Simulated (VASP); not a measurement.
# TaN (P-62m) in VASP: further runs, part 2 of 2

VASP 6.6.1.

## Step 3: Single point, LDA

This run uses another cell than the first one, of 11.41 Å³/atom.

INCAR

```
SYSTEM = TaN
PREC = Accurate
ENCUT = 1330
EDIFF = 1E-6
ISMEAR = 0
SIGMA = 0.1
LREAL = .FALSE.
LASPH = .TRUE.
NELM = 120
ALGO = Normal
ISIF = 2
LWAVE = .FALSE.
LCHARG = .FALSE.
NBANDS = 36
GGA_COMPAT = .FALSE.
```

KPOINTS

```
Automatic mesh
0
G
  6 6 6
  0 0 0
```

POSCAR

```
TaN
1.0
    5.2084955000      0.0000000000      0.0000000000
   -2.6042477500      4.5106894200      0.0000000000
    0.0000000000      0.0000000000      2.9147477500
Ta N
3 3
Direct
    0.0000000000      0.0000000000      0.0000000000
    0.3333333300      0.6666666700      0.5000000000
    0.6666666700      0.3333333300      0.5000000000
    0.3923921700      0.0000000000      0.0000000000
    0.6076078300      0.6076078300      0.0000000000
    0.0000000000      0.3923921700      0.0000000000
```

Potentials or basis: VASP PAW LDA potentials, release 64 (Ta_sv_GW, N_h).

On the command line:

```
> cat potpaw_LDA.64/Ta_sv_GW/POTCAR potpaw_LDA.64/N_h/POTCAR > POTCAR
> mpirun -np 1 vasp_std > vasp.out
```

OUTCAR:

```text
SYSTEM = TaN
   PREC = Accurate
   ENCUT = 1330
   EDIFF = 1E-6
   ISMEAR = 0
   LREAL = .FALSE.
   LASPH = .TRUE.
   NELM = 120
   ISIF = 2

 ion  position               nearest neighbor table
   1  0.000  0.000  0.000-   4 2.04   5 2.04   6 2.04
   2  0.333  0.667  0.500-   4 2.17   4 2.17   6 2.17   6 2.17   5 2.17   5 2.17   3 3.01   3 3.01
                             3 3.01
   3  0.667  0.333  0.500-   6 2.17   6 2.17   4 2.17   4 2.17   5 2.17   5 2.17   2 3.01   2 3.01
                             2 3.01
   4  0.392  0.000  0.000-   1 2.04   2 2.17   2 2.17   3 2.17   3 2.17
   5  0.608  0.608  0.000-   1 2.04   2 2.17   2 2.17   3 2.17   3 2.17
   6  0.000  0.392  0.000-   1 2.04   3 2.17   3 2.17   2 2.17   2 2.17

  LATTYP: Found a hexagonal cell.
 ALAT       =     5.2084955000
 C/A-ratio  =     0.5596141439

  Lattice vectors:

 A1 = (   5.2084955000,   0.0000000000,   0.0000000000)
 A2 = (  -2.6042477500,   4.5106894200,   0.0000000000)
 A3 = (   0.0000000000,   0.0000000000,   2.9147477500)

Analysis of symmetry for initial positions (statically):
=====================================================================
 Subroutine PRICEL returns:
 Original cell was already a primitive cell.

 Routine SETGRP: Setting up the symmetry group for a
 hexagonal supercell.

 Subroutine GETGRP returns: Found 12 space group operations
 (whereof 12 operations were pure point group operations)
 out of a pool of 24 trial point group operations.

The static configuration has the point symmetry D_3h.

Analysis of symmetry for dynamics (positions and initial velocities):
=====================================================================
 Subroutine PRICEL returns:
 Original cell was already a primitive cell.

 Routine SETGRP: Setting up the symmetry group for a
 hexagonal supercell.

[... 125 lines left out ...]
   EMIN   =  10.00;   EMAX   =-10.00  energy-range for DOS
   EFERMI =   0.00;   METHOD = LEGACY
   ISMEAR =     0;   SIGMA  =   0.10  broadening in eV -4-tet -1-fermi 0-gaus
   EFERMI_NEDOS =   21; number of points for ismear=-14 and -15
   IALGO  =     38    algorithm
   IMIX   =      4    mixing-type and parameters
     AMIX     =   0.40;   BMIX     =  1.00
     AMIX_MAG =   1.60;   BMIX_MAG =  1.00
  volume/ion in A,a.u.               =      11.41        77.02
  Fermi-wavevector in a.u.,A,eV,Ry     =   1.512472  2.858158 31.124302  2.287572
  Thomas-Fermi vector in A             =   2.622392
   LORBIT       =      0    0 simple, 1 ext, 2 COOP (PROOUT), +10 PAW based schemes
   GGA     = CA    functional components
   LHFCALC =     F    Hartree Fock is set to
   AEXX    =    0.0000 exact exchange contribution
   IVDW    =     0    specifies the selected vdW correction
   LEPSILON=     F    determine dielectric tensor
   LRPA    =     F    only Hartree local field effects (RPA)
 non-spin polarized calculation
 Gauss-broadening in eV      SIGMA  =   0.10
  energy-cutoff  :     1330.00
  volume of cell :       68.48
 maximum number of plane-waves:      7568
 NGX is ok and might be reduce to    64
   NGX = 31   NGY = 31   NGZ = 17

 number of electron      54.0000000 magnetization

 Free energy of the ion-electron system (eV)
  ---------------------------------------------------
  ext. energy  EPLUGINS =         0.00000000
  ---------------------------------------------------
  free energy    TOTEN  =       -81.61157860 eV

  energy without entropy =      -81.60771727  energy(sigma->0) =      -81.60964794

 E-fermi :  12.2222     XC(G=0): -13.5965

 val. band max:       11.9549319755   @ k =   0.1667   0.0000   0.1667
 cond. band min:      12.2322631389   @ k =   0.1667   0.0000   0.3333
 fundamental gap:      0.2773311634
 Fermi energy:        12.2221931993

 k-point     1 :       0.0000    0.0000    0.0000
  band No.  band energies     occupation
      1     -56.7974      2.00000
      2     -56.7528      2.00000
      3     -56.1681      2.00000
      4     -23.7866      2.00000
      5     -23.7866      2.00000
      6     -23.4389      2.00000
[... 925 lines left out ...]
     35      17.0545      0.00000
     36      17.3381      0.00000

 [... further k-points ...]
[... 5 lines left out ...]
  --------------------------------------------------------------------------------------
  -------------------------------------------------------------------------------------
  Total       -4.1338210     -4.1338210     -5.4958450      0.0000000      0.0000000      0.0000000
  in kB      -96.7177208    -96.7177209   -128.5845722      0.0000000      0.0000000      0.0000000
  external PRESSURE =    -107.3400046 kB  Pullay stress =       0.0000000 kB

 VOLUME and BASIS-vectors are now :
 -----------------------------------------------------------------------------
  energy-cutoff  :     1330.00
  volume of cell :       68.48
      direct lattice vectors                 reciprocal lattice vectors
     5.208495500  0.000000000  0.000000000     0.191994022  0.110847800  0.000000000
    -2.604247750  4.510689420  0.000000000     0.000000000  0.221695601  0.000000000
     0.000000000  0.000000000  2.914747750     0.000000000  0.000000000  0.343082862

 POSITION                                       TOTAL-FORCE (eV/Angst)
 -----------------------------------------------------------------------------------
      0.00000      0.00000      0.00000         0.000000      0.000000      0.000000
     -0.00000      3.00713      1.45737         0.000000     -0.000000      0.000000
      2.60425      1.50356      1.45737         0.000000      0.000000      0.000000
      2.04377      0.00000      0.00000        -0.011813     -0.000000      0.000000
      1.58236      2.74073      0.00000         0.005906      0.010230     -0.000000
     -1.02189      1.76996      0.00000         0.005906     -0.010230     -0.000000
 -----------------------------------------------------------------------------------
    total drift:                                0.000000      0.000000      0.000000

  FREE ENERGIE OF THE ION-ELECTRON SYSTEM (eV)
  ---------------------------------------------------
  free  energy   TOTEN  =       -81.6115786040 eV

  energy  without entropy=      -81.6077172692  energy(sigma->0) =      -81.60964794
```

Wall time 3 min (1 thread of Intel Xeon 6975P-C (Granite Rapids), shared host); peak memory 0.45 GiB.

What came out:

- Free energy: -81.6116 eV
- Pressure: -10.7 GPa
- Largest force: 0.012 eV/Å
- Band gap on the k mesh: zero (bands 27 and 28 overlap by 2.78 eV)

Forces in eV/Å, atoms in the order of the input:
```
Ta   0.000  0.000  0.000
Ta   0.000  0.000  0.000
Ta   0.000  0.000  0.000
N   -0.012  0.000  0.000
N    0.006  0.010  0.000
N    0.006 -0.010  0.000
```

Levels at points of the mesh, in eV from the Fermi level:
```
           k point  band 23  band 24  band 25  band 26  band 27  band 28  band 29  band 30  band 31  band 32
(0.00, 0.00, 0.00)    -4.99    -4.18    -3.27    -1.90    -0.91    -0.91     0.55     0.55     1.78     1.90
(0.50, 0.00, 0.00)    -4.55    -3.86    -3.80    -2.80    -2.62     1.18     1.75     1.89     2.36     2.37
(0.00, 0.00, 0.50)    -4.45    -4.29    -2.81    -2.81     1.87     1.87     2.02     2.18     2.18     3.24
(0.50, 0.00, 0.50)    -4.63    -3.97    -3.20    -1.88    -0.93     0.49     1.35     3.20     3.25     3.34
```

Caveat: the cell stands under tension; spin-orbit coupling is left out, which moves the levels of the heavy elements.

The gap in the log of VASP goes by the Fermi energy; the results here count the filled bands.